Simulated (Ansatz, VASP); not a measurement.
# Ge: VASP beside Ansatz

```
Ge
1.0
     3.99759    0.00000    0.00000
    -1.99879    3.46201    0.00000
     0.00000    0.00000    6.59938
Ge
4
Cartesian
  0.0000 2.3080 6.1843
  1.9988 1.1540 2.8846
  0.0000 2.3080 3.7148
  1.9988 1.1540 0.4151
```

Alike in both runs: functional PBEsol; k mesh 6 × 6 × 3; occupations fermi-dirac, width 0.05 eV; no spin polarisation.

|  | VASP | Ansatz |
| --- | --- | --- |
| version | VASP 6.6.1 | Ansatz 0.2.0 |
| potentials or method | VASP PAW PBE potentials, release 64 (Ge_d), cutoff 520 eV | all-electron LAPW, scalar-relativistic |
| task | single point | band structure |

|  | VASP | Ansatz | Ansatz less VASP |
| --- | --- | --- | --- |
| pressure (GPa) | 0.0 | 0.1 | +0.07 |
| traceless stress, the component that is largest in VASP (GPa) | -0.35 | -0.36 | -0.002 |
| rms of the force components (eV/Å) | 0.012 | 0.012 | -0.0002 |

VASP's potentials were made for PBE, not for PBEsol. Atom by atom the forces differ by 0.000 eV/Å (rms over components). Ansatz ran all-electron here, and VASP with PAW potentials.

Noted on Ansatz's run: the k mesh is thin for a metal, which can move the energy by tens of meV per atom.
